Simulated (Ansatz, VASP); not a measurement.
NaF in VASP and in Ansatz

```
Na F
1.0
     0.00000    2.32000    2.32000
     2.32000    0.00000    2.32000
     2.32000    2.32000    0.00000
Na F
1 1
Direct
  0.00000 0.00000 0.00000
  0.50000 0.50000 0.50000
```

Alike in both runs: task single point; functional LDA; k mesh 8 × 8 × 8; no spin polarisation.

|  | VASP | Ansatz |
| --- | --- | --- |
| version | VASP 6.6.1 | Ansatz 0.2.0 |
| potentials or method | VASP PAW LDA potentials, release 64 (Na_pv, F), cutoff 520 eV | all-electron LAPW, scalar-relativistic |
| occupations | gaussian, width 0.01 eV | fixed |

VASP gave:

```
gap on the k mesh at the Fermi level (eV) : 5.94
pressure (GPa)                            : -4.6
```

Q: Which values does Ansatz return?

A: gap on the k mesh at the Fermi level (eV): 5.94; pressure (GPa): -4.4.

LDA's correlation is that of Perdew and Zunger in VASP and of Perdew and Wang (1992) in Ansatz. Ansatz ran all-electron here, and VASP with PAW potentials.
